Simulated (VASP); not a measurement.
# NaF (Fm-3m) in VASP: notebook

Aim: see how the results for NaF move with the level of theory and the settings. Levels: LDA, PBEsol. Tasks: single point.

All numbers are computed with VASP 6.6.1; they aren't measurements. Logs are shortened: lines on timing, memory, paths and dates and some standing lists are left out, and cuts for length are marked.

### 1 The cell of the first run

Symmetry: Fm-3m, No. 225, cubic system. The conventional cell has a = 4.594 Å, b = 4.594 Å, c = 4.594 Å, α = 90.00°, β = 90.00°, γ = 90.00°. Within 3.0 Å of Na (site symmetry m-3m) lie 6 F at 2.30 Å. Within 3.0 Å of F (site symmetry m-3m) lie 6 Na at 2.30 Å.

### 2 Single point, LDA

Contents of INCAR:

```
PREC     = Accurate       # precision mode
ENCUT    = 600            # plane-wave cutoff, eV
EDIFF    = 1E-6           # SCF threshold, eV
ISMEAR   = 0              # smearing method
SIGMA    = 0.01           # smearing width, eV
LREAL    = False          # projectors in reciprocal space
LASPH    = True           # aspherical terms in the spheres
NELM     = 120            # most SCF steps
ALGO     = Normal         # electronic algorithm
ISIF     = 2              # what is computed and relaxed
LWAVE    = False          # write WAVECAR
LCHARG   = True           # write CHGCAR
GGA      = CA             # functional
LELF     = True           # ELF
LVHAR    = True         
NBANDS   = 14             # bands
GGA_COMPAT= False
```

Contents of KPOINTS:

```
regular mesh
0
Gamma
  4 4 4
```

Contents of POSCAR:

```
NaF
1.0
    0.0000000000      2.2971680881      2.2971680881
    2.2971680881      0.0000000000      2.2971680881
    2.2971680881      2.2971680881      0.0000000000
Na F
1 1
Direct
    0.0000000000      0.0000000000      0.0000000000
    0.5000000000      0.5000000000      0.5000000000
```

Potentials or basis: VASP PAW LDA potentials, release 64 (Na_pv, F).

Launch:

```sh
$ cat potpaw_LDA.64/Na_pv/POTCAR potpaw_LDA.64/F/POTCAR > POTCAR
$ mpirun -np 1 vasp_std > vasp.out
```

OUTCAR:

```text
PREC = Accurate
   ENCUT = 600
   EDIFF = 1E-6
   ISMEAR = 0
   LREAL = False
   LASPH = True
   NELM = 120
   ISIF = 2
   GGA = CA

 ion  position               nearest neighbor table
   1  0.000  0.000  0.000-   2 2.30   2 2.30   2 2.30   2 2.30   2 2.30   2 2.30
   2  0.500  0.500  0.500-   1 2.30   1 2.30   1 2.30   1 2.30   1 2.30   1 2.30

  LATTYP: Found a face centered cubic cell.
 ALAT       =     4.5943361762

  Lattice vectors:

 A1 = (   0.0000000000,   2.2971680881,   2.2971680881)
 A2 = (   2.2971680881,   0.0000000000,   2.2971680881)
 A3 = (   2.2971680881,   2.2971680881,   0.0000000000)

Analysis of symmetry for initial positions (statically):
=====================================================================
 Subroutine PRICEL returns:
 Original cell was already a primitive cell.

 Routine SETGRP: Setting up the symmetry group for a
 face centered cubic supercell.

 Subroutine GETGRP returns: Found 48 space group operations
 (whereof 48 operations were pure point group operations)
 out of a pool of 48 trial point group operations.

The static configuration has the point symmetry O_h .

Analysis of symmetry for dynamics (positions and initial velocities):
=====================================================================
 Subroutine PRICEL returns:
 Original cell was already a primitive cell.

 Routine SETGRP: Setting up the symmetry group for a
 face centered cubic supercell.

 Subroutine GETGRP returns: Found 48 space group operations
 (whereof 48 operations were pure point group operations)
 out of a pool of 48 trial point group operations.

The dynamic configuration has the point symmetry O_h .

 Subroutine INISYM returns: Found 48 space group operations
 (whereof 48 operations are pure point group operations),
 and found     1 'primitive' translations

----------------------------------------------------------------------------------------

                                     Primitive cell

  volume of cell :      24.2442

  direct lattice vectors                    reciprocal lattice vectors
     0.000000000  2.297168088  2.297168088    -0.217659301  0.217659301  0.217659301
     2.297168088  0.000000000  2.297168088     0.217659301 -0.217659301  0.217659301
     2.297168088  2.297168088  0.000000000     0.217659301  0.217659301 -0.217659301

  length of vectors
     3.248686265  3.248686265  3.248686265     0.376996968  0.376996968  0.376996968

  position of ions in fractional coordinates (direct lattice)
     0.000000000  0.000000000  0.000000000
     0.500000000  0.500000000  0.500000000

  ion indices of the primitive-cell ions
   primitive index   ion index
                 1           1
                 2           2

----------------------------------------------------------------------------------------

 KPOINTS: regular mesh

Automatic generation of k-mesh.
 Grid dimensions read from file:
 generate k-points for:    4    4    4

 Generating k-lattice:

  Cartesian coordinates                     Fractional coordinates (reciprocal lattice)
    -0.054414825  0.054414825  0.054414825     0.250000000  0.000000000  0.000000000
     0.054414825 -0.054414825  0.054414825     0.000000000  0.250000000  0.000000000
     0.054414825  0.054414825 -0.054414825     0.000000000  0.000000000  0.250000000

  Length of vectors
     0.094249242  0.094249242  0.094249242

  Shift w.r.t. Gamma in fractional coordinates (k-lattice)
     0.000000000  0.000000000  0.000000000

 Subroutine IBZKPT returns following result:
 ===========================================

 Found      8 irreducible k-points:

 Following reciprocal coordinates:
            Coordinates               Weight
  0.000000  0.000000  0.000000      1.000000
  0.250000  0.000000  0.000000      8.000000
  0.500000  0.000000  0.000000      4.000000
  0.250000  0.250000  0.000000      6.000000
  0.500000  0.250000  0.000000     24.000000
 -0.250000  0.250000  0.000000     12.000000
  0.500000  0.500000  0.000000      3.000000
 -0.250000  0.500000  0.250000      6.000000
   k-points           NKPTS =      8   k-points in BZ     NKDIM =      8   number of bands    NBANDS=     14
   number of dos      NEDOS =    301   number of ions     NIONS =      2
   total plane-waves  NPLWV =  21952
   dimension x,y,z NGX =    28 NGY =   28 NGZ =   28
   dimension x,y,z NGXF=    56 NGYF=   56 NGZF=   56
   ions per type =               1   1
   NGX,Y,Z   is equivalent  to a cutoff of  14.33, 14.33, 14.33 a.u.
   NGXF,Y,Z  is equivalent  to a cutoff of  28.66, 28.66, 28.66 a.u.
 SYSTEM =  unknown system
   PREC   = accura    normal or accurate (medium, high low for compatibility)
   ISTART =      0    job   : 0-new  1-cont  2-samecut
   ICHARG =      2    charge: 1-file 2-atom 10-const
   ISPIN  =      1    spin polarized calculation?
   LNONCOLLINEAR =      F non collinear calculations
   LSORBIT =      F    spin-orbit coupling
   LASPH  =      T    aspherical Exc in radial PAW
   ENCUT  =  600.0 eV  44.10 Ry    6.64 a.u.   6.49  6.49  6.49*2*pi/ulx,y,z
   NELM   =    120;   NELMIN=  2; NELMDL= -5     # of ELM steps
   EDIFF  = 0.1E-05   stopping-criterion for ELM
   LREAL  =      F    real-space projection
   EDIFFG = 0.1E-04   stopping-criterion for IOM
   NSW    =      0    number of steps for IOM
   IBRION =     -1    ionic relax: 0-MD 1-quasi-New 2-CG
   NFREE  =      0    steps in history (QN), initial steepest desc. (CG)
   ISIF   =      2    stress and relaxation
   ISYM   =      2    0-nonsym 1-usesym 2-fastsym
   POTIM  = 0.5000    time-step for ionic-motion
   TEBEG  =    0.0;   TEEND  =   0.0 temperature during run
   PSTRESS=    0.0 pullay stress
   NELECT =      14.0000    total number of electrons
   NUPDOWN=      -1.0000    fix difference up-down
   EMIN   =  10.00;   EMAX   =-10.00  energy-range for DOS
   EFERMI =   0.00;   METHOD = LEGACY
   ISMEAR =     0;   SIGMA  =   0.01  broadening in eV -4-tet -1-fermi 0-gaus
   EFERMI_NEDOS =   21; number of points for ismear=-14 and -15
   IALGO  =     38    algorithm
   IMIX   =      4    mixing-type and parameters
     AMIX     =   0.40;   BMIX     =  1.00
     AMIX_MAG =   1.60;   BMIX_MAG =  1.00
  volume/ion in A,a.u.               =      12.12        81.80
  Fermi-wavevector in a.u.,A,eV,Ry     =   1.363269  2.576204 25.286442  1.858501
  Thomas-Fermi vector in A             =   2.489686
   LORBIT       =      0    0 simple, 1 ext, 2 COOP (PROOUT), +10 PAW based schemes
   GGA     = CA    functional components
   LHFCALC =     F    Hartree Fock is set to
   AEXX    =    0.0000 exact exchange contribution
   IVDW    =     0    specifies the selected vdW correction
   LEPSILON=     F    determine dielectric tensor
   LRPA    =     F    only Hartree local field effects (RPA)
 non-spin polarized calculation
 Gauss-broadening in eV      SIGMA  =   0.01
  energy-cutoff  :      600.00
  volume of cell :       24.24
 maximum number of plane-waves:       869
 NGX is ok and might be reduce to    28
   NGX = 13   NGY = 13   NGZ = 13

 number of electron      14.0000001 magnetization

 Free energy of the ion-electron system (eV)
  ---------------------------------------------------
  ext. energy  EPLUGINS =         0.00000000
  ---------------------------------------------------
  free energy    TOTEN  =        -9.32067807 eV

  energy without entropy =       -9.32067807  energy(sigma->0) =       -9.32067807

 E-fermi :  -2.2430     XC(G=0): -10.0737

 val. band max:       -2.4000326246   @ k =   0.0000   0.0000   0.0000
 cond. band min:       3.6946199898   @ k =   0.0000   0.0000   0.0000
 fundamental gap:      6.0946526144
 Fermi energy:        -2.2430104201

 k-point     1 :       0.0000    0.0000    0.0000
  band No.  band energies     occupation
      1     -21.2058      2.00000
      2     -21.0856      2.00000
      3     -21.0856      2.00000
      4     -21.0856      2.00000
      5      -2.4000      2.00000
      6      -2.4000      2.00000
      7      -2.4000      2.00000
      8       3.6946      0.00000
      9      16.3144      0.00000
     10      16.3144      0.00000
     11      16.3144      0.00000
     12      19.1797      0.00000
     13      21.4377      0.00000
     14      21.4377      0.00000

 k-point     2 :       0.2500    0.0000    0.0000
  band No.  band energies     occupation
      1     -21.7413      2.00000
      2     -21.0925      2.00000
      3     -21.0925      2.00000
      4     -20.4677      2.00000
      5      -3.3752      2.00000
      6      -2.5410      2.00000
      7      -2.5410      2.00000
      8       5.5985      0.00000
      9      12.4740      0.00000
     10      17.1209      0.00000
     11      17.1209      0.00000
     12      20.2147      0.00000
     13      20.2147      0.00000
     14      21.8956      0.00000

 k-point     3 :       0.5000    0.0000    0.0000
  band No.  band energies     occupation
      1     -21.9657      2.00000
      2     -21.0994      2.00000
      3     -21.0994      2.00000
      4     -20.1585      2.00000
      5      -4.1204      2.00000
      6      -2.6784      2.00000
      7      -2.6784      2.00000
      8       8.1403      0.00000
      9       9.9121      0.00000
     10      17.5431      0.00000
     11      17.5431      0.00000
     12      20.3584      0.00000
     13      20.3584      0.00000
     14      21.2635      0.00000

 k-point     4 :       0.2500    0.2500    0.0000
  band No.  band energies     occupation
      1     -21.6227      2.00000
      2     -21.1162      2.00000
      3     -21.1162      2.00000
      4     -20.5602      2.00000
      5      -3.3833      2.00000
      6      -2.6285      2.00000
      7      -2.6285      2.00000
      8       6.1748      0.00000
      9      12.2564      0.00000
     10      16.5569      0.00000
     11      16.8230      0.00000
     12      16.8230      0.00000
     13      23.0589      0.00000
     14      23.9900      0.00000

 k-point     5 :       0.5000    0.2500    0.0000
  band No.  band energies     occupation
      1     -21.7017      2.00000
      2     -21.1572      2.00000
      3     -21.1235      2.00000
      4     -20.4093      2.00000
      5      -3.7366      2.00000
      6      -3.0173      2.00000
      7      -2.7568      2.00000
      8       8.8821      0.00000
      9      10.5217      0.00000
     10      14.0934      0.00000
     11      17.2707      0.00000
     12      17.3421      0.00000
     13      23.0176      0.00000
     14      24.6403      0.00000

 k-point     6 :      -0.2500    0.2500    0.0000
  band No.  band energies     occupation
      1     -21.7960      2.00000
      2     -21.1570      2.00000
      3     -21.0998      2.00000
      4     -20.3168      2.00000
      5      -3.6856      2.00000
      6      -3.0072      2.00000
      7      -2.6728      2.00000
      8       7.8121      0.00000
      9      11.2178      0.00000
     10      14.5711      0.00000
     11      17.9896      0.00000
     12      19.2130      0.00000
     13      19.8399      0.00000
     14      24.8489      0.00000

 k-point     7 :       0.5000    0.5000    0.0000
  band No.  band energies     occupation
      1     -21.2501      2.00000
      2     -21.1475      2.00000
      3     -21.1475      2.00000
      4     -20.9133      2.00000
      5      -3.7689      2.00000
      6      -2.8316      2.00000
      7      -2.8316      2.00000
      8      10.5242      0.00000
      9      10.5594      0.00000
     10      11.0951      0.00000
     11      17.2509      0.00000
     12      17.2509      0.00000
     13      21.5948      0.00000
     14      26.2266      0.00000

 k-point     8 :      -0.2500    0.5000    0.2500
  band No.  band energies     occupation
      1     -21.5302      2.00000
      2     -21.1984      2.00000
      3     -21.1984      2.00000
      4     -20.4875      2.00000
      5      -3.3390      2.00000
      6      -3.3390      2.00000
      7      -3.0198      2.00000
      8      10.5625      0.00000
      9      10.5625      0.00000
     10      12.7040      0.00000
     11      14.4021      0.00000
     12      20.9397      0.00000
     13      20.9397      0.00000
     14      24.4226      0.00000

------------------------ aborting loop because EDIFF is reached ----------------------------------------

  FORCE on cell =-STRESS in cart. coord.  units (eV):
  Direction    XX          YY          ZZ          XY          YZ          ZX
  --------------------------------------------------------------------------------------
  -------------------------------------------------------------------------------------
  Total       -0.5145070     -0.5145070     -0.5145070     -0.0000000      0.0000000     -0.0000000
  in kB      -34.0011427    -34.0011427    -34.0011427     -0.0000000      0.0000000     -0.0000000
  external PRESSURE =     -34.0011427 kB  Pullay stress =       0.0000000 kB

 VOLUME and BASIS-vectors are now :
 -----------------------------------------------------------------------------
  energy-cutoff  :      600.00
  volume of cell :       24.24
      direct lattice vectors                 reciprocal lattice vectors
     0.000000000  2.297168088  2.297168088    -0.217659301  0.217659301  0.217659301
     2.297168088  0.000000000  2.297168088     0.217659301 -0.217659301  0.217659301
     2.297168088  2.297168088  0.000000000     0.217659301  0.217659301 -0.217659301

 POSITION                                       TOTAL-FORCE (eV/Angst)
 -----------------------------------------------------------------------------------
      0.00000      0.00000      0.00000         0.000000      0.000000      0.000000
      2.29717      2.29717      2.29717         0.000000     -0.000000     -0.000000
 -----------------------------------------------------------------------------------
    total drift:                                0.000000      0.000000      0.000000

  FREE ENERGIE OF THE ION-ELECTRON SYSTEM (eV)
  ---------------------------------------------------
  free  energy   TOTEN  =        -9.3206780705 eV

  energy  without entropy=       -9.3206780705  energy(sigma->0) =       -9.32067807
```

It took 8.7 s on 1 thread of Intel Xeon Platinum 8259CL at 2.50GHz (Skylake/Cascade Lake), shared host; peak memory 0.13 GiB.

Results:

- Free energy: -9.3207 eV
- Pressure: -3.4 GPa
- Band gap on the k mesh: 6.09 eV

Caveat: the k points lie up to 0.59 Å⁻¹ apart.

[end of part 1 of 2]
